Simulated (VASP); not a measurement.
Set up this calculation in VASP 6.6.1, as the native input.

* Task: single point
* Functional: PBE
* Potentials or basis: VASP PAW PBE potentials, release 64 (B, N)
* Cutoff: 600 eV
* k mesh: 12 × 12 × 12
* Occupations: methfessel-paxton, width 0.0011 eV
* Spin: no spin polarisation
* Dipole correction: no
* Further INCAR settings: ALGO = Normal; EDIFF = 1e-06; NBANDS = 11

The structure of BN lies in POSCAR:

```
BN
1.0
    0.0000000000      1.6523295514      1.6523295514
    1.6523295514      0.0000000000      1.6523295514
    1.6523295514      1.6523295514      0.0000000000
B N
1 1
Direct
    0.0000000000      0.0000000000      0.0000000000
    0.7500000000      0.7500000000      0.7500000000
```

One way to write it, as run:

INCAR

```
PREC = Accurate
ENCUT = 600
EDIFF = 1E-6
ISMEAR = 1
SIGMA = 0.0011
LREAL = F
LASPH = T
NELM = 120
ALGO = Normal
ISIF = 2
LWAVE = F
LCHARG = F
GGA = PE
NBANDS = 11
GGA_COMPAT = F
```

KPOINTS

```
regular mesh
0
Gamma
  12 12 12
```

Potentials or basis: VASP PAW PBE potentials, release 64 (B, N).

Command:

```sh
$ cat potpaw_PBE.64/B/POTCAR potpaw_PBE.64/N/POTCAR > POTCAR
$ mpirun -np 1 vasp_std > vasp.out
```

It gave:

```json
{"Pressure": "171.1 GPa", "Band gap on the k mesh": "4.70 eV, indirect (least direct gap 10.11 eV)"}
```

It took 12 s on 1 thread of AMD EPYC 7R13, on a shared host, peak memory 0.09 GiB.
